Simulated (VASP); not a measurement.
Write the native input for VASP 6.6.1 that does the following.

- Task: single point
- Functional: PBEsol
- Potentials or basis: VASP PAW PBE potentials, release 64 (Ge_d)
- Cutoff: 520 eV
- k mesh: 20 × 20 × 18
- Occupations: gaussian, width 0.15 eV
- Spin: no spin polarisation
- Dipole correction: no
- Further INCAR settings: ALGO = Normal; EDIFF = 1e-07; NBANDS = 13

The structure of Ge lies in POSCAR:

```
Ge
1.0
    1.4320777250     -2.6655289000      0.0000000000
    1.4320777250      2.6655289000      0.0000000000
    0.0000000000      0.0000000000      2.5633194500
Ge
1
Direct
    0.5000000000      0.5000000000      0.0000000000
```

This cell differs from its parent crystal: strain +0.025 along x and y, -0.050 along z.

One way to write it, as run:

INCAR

```
SYSTEM = Ge
PREC     = Accurate       ! precision mode
ENCUT    = 520            ! plane-wave cutoff, eV
EDIFF    = 1E-7           ! SCF threshold, eV
ISMEAR   = 0              ! smearing method
SIGMA    = 0.15           ! smearing width, eV
LREAL    = .FALSE.        ! projectors in reciprocal space
LASPH    = .TRUE.         ! aspherical terms in the spheres
NELM     = 100            ! most SCF steps
ALGO     = Normal         ! electronic algorithm
ISIF     = 2              ! what is computed and relaxed
LWAVE    = .FALSE.        ! write WAVECAR
LCHARG   = .FALSE.        ! write CHGCAR
GGA      = PS             ! functional
NBANDS   = 13             ! bands
```

KPOINTS

```
regular mesh
0
G
  20 20 18
  0 0 0
```

Potentials or basis: VASP PAW PBE potentials, release 64 (Ge_d).

Command:

```sh
$ cat potpaw_PBE.64/Ge_d/POTCAR > POTCAR
$ mpirun -np 1 vasp_std > vasp.out
```

It gave:

```json
{"Pressure": "-3.3 GPa", "Band gap on the k mesh": "zero (band 7 reaches 12.21 eV, above the bottom of band 8 at 3.03 eV)"}
```

Caveat: the cell differs from its parent crystal (strain +0.025 along x and y, -0.050 along z); the PAW data sets were made with another functional, which shifts forces and pressure a little.

It took 2.8 min on 1 thread of AMD EPYC 7R43 64-Core Processor (Zen 3), on a shared host, peak memory 0.31 GiB.
